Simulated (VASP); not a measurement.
# TiO2 (P4_2/mnm) in VASP: single point with r2SCAN

Aim: the single point of TiO2 with r2SCAN.

Program: VASP 6.6.1. These are calculated values, not measurements. Logs are shortened: lines on timing, memory, paths and dates and some standing lists are left out, and cuts for length are marked.

## Step 1: The cell of the first run

Symmetry: P4_2/mnm, No. 136, tetragonal system. Conventional cell: a = 4.596 Å, b = 4.596 Å, c = 2.954 Å, α = 90.00°, β = 90.00°, γ = 90.00°. Ti (site symmetry mmm) has 6 O at 1.95 to 1.98 Å within 2.6 Å. Within 2.6 Å of O (site symmetry m2m) lie 3 Ti at 1.95 to 1.98 Å and 1 O at 2.54 Å.

## Step 2: Single point, r2SCAN

Input file POSCAR:

```
TiO2
1.0
   -4.5964475549      0.0000000000      2.9540545333
    4.5964475549      0.0000000000      2.9540545333
    0.0000000000      4.5964475549     -2.9540545333
Ti O
4 8
Direct
    0.0000000000      0.5000000000      0.5000000000
    0.5000000000      0.0000000000      0.5000000000
    0.2500000000      0.2500000000      0.0000000000
    0.7500000000      0.7500000000      0.0000000000
    0.2500000000      0.9453609384      0.6953609384
    0.7500000000      0.4453609384      0.6953609384
    0.6953609384      0.5000000000      0.1953609384
    0.1953609384      0.0000000000      0.1953609384
    0.3046390616      0.5000000000      0.8046390616
    0.8046390616      0.0000000000      0.8046390616
    0.2500000000      0.5546390616      0.3046390616
    0.7500000000      0.0546390616      0.3046390616
```

Input file INCAR.step1:

```
ALGO     = Normal         # electronic algorithm
EDIFF    = 1E-4           # SCF threshold, eV
ENCUT    = 520            # plane-wave cutoff, eV
GGA      = PE             # functional
ISMEAR   = 0              # smearing method
LASPH    = T              # aspherical terms in the spheres
LCHARG   = F              # write CHGCAR
LREAL    = F              # projectors in reciprocal space
LWAVE    = T              # write WAVECAR
NBANDS   = 60             # bands
NELM     = 60             # most SCF steps
PREC     = Accurate       # precision mode
SIGMA    = 0.02           # smearing width, eV
```

Input file INCAR.step2:

```
ALGO     = Normal         # electronic algorithm
EDIFF    = 1E-6           # SCF threshold, eV
ENCUT    = 520            # plane-wave cutoff, eV
ISIF     = 2              # what is computed and relaxed
ISMEAR   = 0              # smearing method
ISTART   = 1            
LASPH    = T              # aspherical terms in the spheres
LCHARG   = F              # write CHGCAR
LMIXTAU  = T            
LREAL    = F              # projectors in reciprocal space
LWAVE    = F              # write WAVECAR
METAGGA  = R2SCAN         # meta-GGA
NBANDS   = 60             # bands
NELM     = 60             # most SCF steps
PREC     = Accurate       # precision mode
SIGMA    = 0.02           # smearing width, eV
```

Input file KPOINTS:

```
k-points
0
Gamma
  6 6 6
```

Potentials or basis: VASP PAW PBE potentials, release 64 (Ti_sv, O).

Run with:

```
$ cat potpaw_PBE.64/Ti_sv/POTCAR potpaw_PBE.64/O/POTCAR > POTCAR
$ cp INCAR.step1 INCAR
$ mpirun -np 1 vasp_std > vasp.out
$ cp INCAR.step2 INCAR
$ mpirun -np 1 vasp_std > vasp.out
```

OUTCAR:

```text
EDIFF = 1E-6
   ENCUT = 520
   ISIF = 2
   ISMEAR = 0
   ISTART = 1
   LASPH = T
   LREAL = F
   METAGGA = R2SCAN
   NELM = 60
   PREC = Accurate

 ion  position               nearest neighbor table
   1  0.000  0.500  0.500-   5 1.95   6 1.95  11 1.95  12 1.95   7 1.98   9 1.98
   2  0.500  0.000  0.500-   5 1.95   6 1.95  11 1.95  12 1.95   8 1.98  10 1.98
   3  0.250  0.250  0.000-   7 1.95   8 1.95   9 1.95  10 1.95   5 1.98  11 1.98
   4  0.750  0.750  0.000-   7 1.95   8 1.95   9 1.95  10 1.95   6 1.98  12 1.98
   5  0.250  0.945  0.695-   1 1.95   2 1.95   3 1.98
   6  0.750  0.445  0.695-   1 1.95   2 1.95   4 1.98
   7  0.695  0.500  0.195-   3 1.95   4 1.95   1 1.98
   8  0.195  0.000  0.195-   3 1.95   4 1.95   2 1.98
   9  0.305  0.500  0.805-   3 1.95   4 1.95   1 1.98
  10  0.805  0.000  0.805-   3 1.95   4 1.95   2 1.98
  11  0.250  0.555  0.305-   1 1.95   2 1.95   3 1.98
  12  0.750  0.055  0.305-   1 1.95   2 1.95   4 1.98

  LATTYP: Found a body centered tetragonal cell.
 ALAT       =     6.5003584709
 C/A-ratio  =     0.9088897317

  Lattice vectors:

 A1 = (  -4.5964475549,   0.0000000000,   2.9540545333)
 A2 = (   4.5964475549,   0.0000000000,   2.9540545333)
 A3 = (   0.0000000000,   4.5964475549,  -2.9540545333)

Analysis of symmetry for initial positions (statically):
=====================================================================
 Subroutine PRICEL returns following result:

  LATTYP: Found a simple tetragonal cell.
 ALAT       =     4.5964475549
 C/A-ratio  =     0.6426820926

  Lattice vectors:

 A1 = (   4.5964475549,   0.0000000000,   0.0000000000)
 A2 = (   0.0000000000,   4.5964475549,   0.0000000000)
 A3 = (   0.0000000000,   0.0000000000,   2.9540545333)

   2 primitive cells build up your supercell.

 Routine SETGRP: Setting up the symmetry group for a
 body centered tetragonal supercell.

 Subroutine GETGRP returns: Found 16 space group operations
 (whereof  8 operations were pure point group operations)
 out of a pool of 16 trial point group operations.

The static configuration has the point symmetry D_2h.
 The point group associated with its full space group is D_4h.

Analysis of symmetry for dynamics (positions and initial velocities):
=====================================================================
 Subroutine PRICEL returns following result:

  LATTYP: Found a simple tetragonal cell.
 ALAT       =     4.5964475549
 C/A-ratio  =     0.6426820926

  Lattice vectors:

 A1 = (   4.5964475549,   0.0000000000,   0.0000000000)
 A2 = (   0.0000000000,   4.5964475549,   0.0000000000)
 A3 = (   0.0000000000,   0.0000000000,   2.9540545333)

   2 primitive cells build up your supercell.

 Routine SETGRP: Setting up the symmetry group for a
 body centered tetragonal supercell.

 Subroutine GETGRP returns: Found 16 space group operations
 (whereof  8 operations were pure point group operations)
 out of a pool of 16 trial point group operations.

The dynamic configuration has the point symmetry D_2h.
 The point group associated with its full space group is D_4h.

 Subroutine INISYM returns: Found 16 space group operations
 (whereof  8 operations are pure point group operations),
 and found     2 'primitive' translations

----------------------------------------------------------------------------------------

                                     Primitive cell

  volume of cell :      62.4113

  direct lattice vectors                    reciprocal lattice vectors
     4.596447555  0.000000000  0.000000000     0.217559319  0.000000000  0.000000000
     0.000000000  4.596447555  0.000000000     0.000000000  0.217559319  0.000000000
     0.000000000  0.000000000  2.954054533     0.000000000  0.000000000  0.338517786

  length of vectors
     4.596447555  4.596447555  2.954054533     0.217559319  0.217559319  0.338517786

  position of ions in fractional coordinates (direct lattice)
     0.500000000  0.500000000  0.000000000
     0.000000000  0.000000000  0.500000000
     0.695360938  0.695360938  0.500000000
     0.804639062  0.195360938  0.000000000
     0.195360938  0.804639062  0.000000000
     0.304639062  0.304639062  0.500000000

  ion indices of the primitive-cell ions
   primitive index   ion index
                 1           1
                 2           3
                 3           6
                 4           7
                 5           9
                 6          11

----------------------------------------------------------------------------------------

 KPOINTS: k-points

Automatic generation of k-mesh.
 Grid dimensions read from file:
 generate k-points for:    6    6    6

 Generating k-lattice:

  Cartesian coordinates                     Fractional coordinates (reciprocal lattice)
    -0.018129943  0.018129943  0.028209815     0.166666667  0.000000000  0.000000000
     0.018129943  0.018129943  0.028209815     0.000000000  0.166666667  0.000000000
     0.000000000  0.036259887  0.000000000     0.000000000  0.000000000  0.166666667

  Length of vectors
     0.038120642  0.038120642  0.036259887

  Shift w.r.t. Gamma in fractional coordinates (k-lattice)
     0.000000000  0.000000000  0.000000000

 Subroutine IBZKPT returns following result:
 ===========================================

 Found     30 irreducible k-points:

 Following reciprocal coordinates:
            Coordinates               Weight
  0.000000  0.000000  0.000000      1.000000
  0.166667 -0.000000  0.000000      8.000000
  0.333333 -0.000000  0.000000      8.000000
  0.500000 -0.000000  0.000000      4.000000
  0.166667  0.166667  0.000000      8.000000
  0.333333  0.166667  0.000000     16.000000
[... 16 lines left out ...]
 -0.333333 -0.333333  0.166667      8.000000
 -0.166667 -0.333333  0.166667      8.000000
 [... further k-points ...]
   k-points           NKPTS =     30   k-points in BZ     NKDIM =     30   number of bands    NBANDS=     60
   number of dos      NEDOS =    301   number of ions     NIONS =     12
   total plane-waves  NPLWV =  74088
   dimension x,y,z NGX =    42 NGY =   42 NGZ =   42
   dimension x,y,z NGXF=    84 NGYF=   84 NGZF=   84
   ions per type =               4   8
   NGX,Y,Z   is equivalent  to a cutoff of  12.78, 12.78, 12.78 a.u.
   NGXF,Y,Z  is equivalent  to a cutoff of  25.56, 25.56, 25.56 a.u.
 SYSTEM =  unknown system
   PREC   = accura    normal or accurate (medium, high low for compatibility)
   ISTART =      1    job   : 0-new  1-cont  2-samecut
   ICHARG =      0    charge: 1-file 2-atom 10-const
   ISPIN  =      1    spin polarized calculation?
   LNONCOLLINEAR =      F non collinear calculations
   LSORBIT =      F    spin-orbit coupling
   LASPH  =      T    aspherical Exc in radial PAW
   ENCUT  =  520.0 eV  38.22 Ry    6.18 a.u.  10.16 10.16 10.16*2*pi/ulx,y,z
   NELM   =     60;   NELMIN=  2; NELMDL=  0     # of ELM steps
   EDIFF  = 0.1E-05   stopping-criterion for ELM
   LREAL  =      F    real-space projection
[... 7 lines left out ...]
   TEBEG  =    0.0;   TEEND  =   0.0 temperature during run
   PSTRESS=    0.0 pullay stress
   NELECT =      96.0000    total number of electrons
   NUPDOWN=      -1.0000    fix difference up-down
   EMIN   =  10.00;   EMAX   =-10.00  energy-range for DOS
   EFERMI =   0.00;   METHOD = LEGACY
   ISMEAR =     0;   SIGMA  =   0.02  broadening in eV -4-tet -1-fermi 0-gaus
   EFERMI_NEDOS =   21; number of points for ismear=-14 and -15
   IALGO  =     38    algorithm
   IMIX   =      4    mixing-type and parameters
     AMIX     =   0.40;   BMIX     =  1.00
     AMIX_MAG =   1.60;   BMIX_MAG =  1.00
  volume/ion in A,a.u.               =      10.40        70.20
  Fermi-wavevector in a.u.,A,eV,Ry     =   1.499918  2.834434 30.609764  2.249754
  Thomas-Fermi vector in A             =   2.611486
   LORBIT       =      0    0 simple, 1 ext, 2 COOP (PROOUT), +10 PAW based schemes
   METAGGA = R2SCAN    functional components
   LHFCALC =     F    Hartree Fock is set to
   AEXX    =    0.0000 exact exchange contribution
   IVDW    =     0    specifies the selected vdW correction
   LEPSILON=     F    determine dielectric tensor
   LRPA    =     F    only Hartree local field effects (RPA)
 non-spin polarized calculation
 Gauss-broadening in eV      SIGMA  =   0.02
  energy-cutoff  :      520.00
  volume of cell :      124.82
 maximum number of plane-waves:      3382
 NGX is ok and might be reduce to    42
   NGX = 21   NGY = 21   NGZ = 21

 number of electron      95.9999975 magnetization

 Free energy of the ion-electron system (eV)
  ---------------------------------------------------
  ext. energy  EPLUGINS =         0.00000000
  ---------------------------------------------------
  free energy    TOTEN  =      -139.58844883 eV

  energy without entropy =     -139.58844883  energy(sigma->0) =     -139.58844883

 E-fermi :   4.6728     XC(G=0): -12.1569

 val. band max:        4.5444047070   @ k =   0.0000   0.0000   0.0000
 cond. band min:       6.7734296351   @ k =   0.0000   0.0000   0.0000
 fundamental gap:      2.2290249281
 Fermi energy:         4.6728333824

 k-point     1 :       0.0000    0.0000    0.0000
  band No.  band energies     occupation
      1     -54.5984      2.00000
      2     -54.5805      2.00000
      3     -54.5479      2.00000
      4     -54.5479      2.00000
      5     -30.0972      2.00000
      6     -30.0972      2.00000
[... 52 lines left out ...]
     59       8.1822      0.00000
     60       9.2346      0.00000

 k-point     2 :       0.1667   -0.0000    0.0000
  band No.  band energies     occupation
      1     -54.5947      2.00000
      2     -54.5786      2.00000
      3     -54.5509      2.00000
      4     -54.5506      2.00000
      5     -30.0703      2.00000
      6     -30.0674      2.00000
[... 1383 lines left out ...]
      4     -54.5629      2.00000
      5     -29.8830      2.00000
      6     -29.8744      2.00000
[... 52 lines left out ...]
     59       8.3186      0.00000
     60       8.9823      0.00000

 [... further k-points ...]

------------------------ aborting loop because EDIFF is reached ----------------------------------------

  FORCE on cell =-STRESS in cart. coord.  units (eV):
  Direction    XX          YY          ZZ          XY          YZ          ZX
  --------------------------------------------------------------------------------------
  -------------------------------------------------------------------------------------
  Total        0.7973265      0.7973265      1.3155875     -0.0000000      0.0000000      0.0000000
  in kB       10.2341942     10.2341942     16.8864049     -0.0000000      0.0000000      0.0000000
  external PRESSURE =      12.4515977 kB  Pullay stress =       0.0000000 kB

 VOLUME and BASIS-vectors are now :
 -----------------------------------------------------------------------------
  energy-cutoff  :      520.00
  volume of cell :      124.82
      direct lattice vectors                 reciprocal lattice vectors
    -4.596447555  0.000000000  2.954054533    -0.108779660  0.108779660  0.169258893
     4.596447555  0.000000000  2.954054533     0.108779660  0.108779660  0.169258893
     0.000000000  4.596447555 -2.954054533     0.000000000  0.217559319  0.000000000

 POSITION                                       TOTAL-FORCE (eV/Angst)
 -----------------------------------------------------------------------------------
      2.29822      2.29822      0.00000        -0.000000     -0.000000     -0.000000
     -2.29822      2.29822      0.00000        -0.000000     -0.000000      0.000000
      0.00000      0.00000      1.47703        -0.000000     -0.000000     -0.000000
      0.00000      0.00000      4.43108        -0.000000     -0.000000      0.000000
      3.19619      3.19619      1.47703         0.023009      0.023009     -0.000000
     -1.40026      3.19619      1.47703         0.023009      0.023009     -0.000000
     -0.89797      0.89797      2.95405        -0.023009      0.023009     -0.000000
     -0.89797      0.89797      0.00000        -0.023009      0.023009     -0.000000
      0.89797      3.69848      0.00000         0.023009     -0.023009      0.000000
     -3.69848      3.69848      0.00000         0.023009     -0.023009      0.000000
      1.40026      1.40026      1.47703        -0.023009     -0.023009      0.000000
     -3.19619      1.40026      1.47703        -0.023009     -0.023009      0.000000
 -----------------------------------------------------------------------------------
    total drift:                               -0.000000     -0.000000      0.000000

  FREE ENERGIE OF THE ION-ELECTRON SYSTEM (eV)
  ---------------------------------------------------
  free  energy   TOTEN  =      -139.5884488303 eV

  energy  without entropy=     -139.5884488303  energy(sigma->0) =     -139.58844883
```

Wall time 38 min (1 thread of Oxide Virtual Turin-like, shared host); peak memory 0.35 GiB.

What came out:

```yaml
Free_energy: -139.5884 eV
Pressure: 1.2 GPa
Largest_force: 0.033 eV/Å
Band_gap_on_the_k_mesh: 2.23 eV
```

Forces on the atoms (eV/Å):
```
Ti   0.000  0.000  0.000
Ti   0.000  0.000  0.000
Ti   0.000  0.000  0.000
Ti   0.000  0.000  0.000
O    0.023  0.023  0.000
O    0.023  0.023  0.000
O   -0.023  0.023  0.000
O   -0.023  0.023  0.000
O    0.023 -0.023  0.000
O    0.023 -0.023  0.000
O   -0.023 -0.023  0.000
O   -0.023 -0.023  0.000
```

Caveat: the PAW data sets were made with another functional, which shifts forces and pressure a little. A k mesh can miss the band edges.
